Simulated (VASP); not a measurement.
Here is a VASP 6.6.1 calculation.

Contents of INCAR:

```
SYSTEM = SrTiO3
  PREC = Accurate
  ENCUT = 1340
  EDIFF = 1E-6
  ISMEAR = 0
  SIGMA = 0.1
  LREAL = .False.
  LASPH = .True.
  NELM = 120
  ALGO = Normal
  ISIF = 2
  LWAVE = .False.
  LCHARG = .False.
  NBANDS = 28
  GGA_COMPAT = .False.
```

Contents of KPOINTS:

```
regular mesh
0
Gamma
  6 6 6
  0 0 0
```

Contents of POSCAR:

```
SrTiO3
1.0
    3.8545763383      0.0000000000      0.0000000000
    0.0000000000      3.8545763383      0.0000000000
    0.0000000000      0.0000000000      3.8545763383
Sr Ti O
1 1 3
Direct
    0.0000000000      0.0000000000      0.0000000000
    0.5000000000      0.5000000000      0.5000000000
    0.5000000000      0.0000000000      0.5000000000
    0.5000000000      0.5000000000      0.0000000000
    0.0000000000      0.5000000000      0.5000000000
```

Potentials or basis: VASP PAW LDA potentials, release 64 (Sr_sv, Ti_sv, O_h).

Launch:

```console
$ cat potpaw_LDA.64/Sr_sv/POTCAR potpaw_LDA.64/Ti_sv/POTCAR potpaw_LDA.64/O_h/POTCAR > POTCAR
$ mpirun -np 1 vasp_std > vasp.out
```

(1) Predict the pressure.

(2) What does it give for the band gap on the k mesh?

## Answers

(1) 0.8 GPa.

(2) 1.82 eV (least direct gap 2.15 eV).
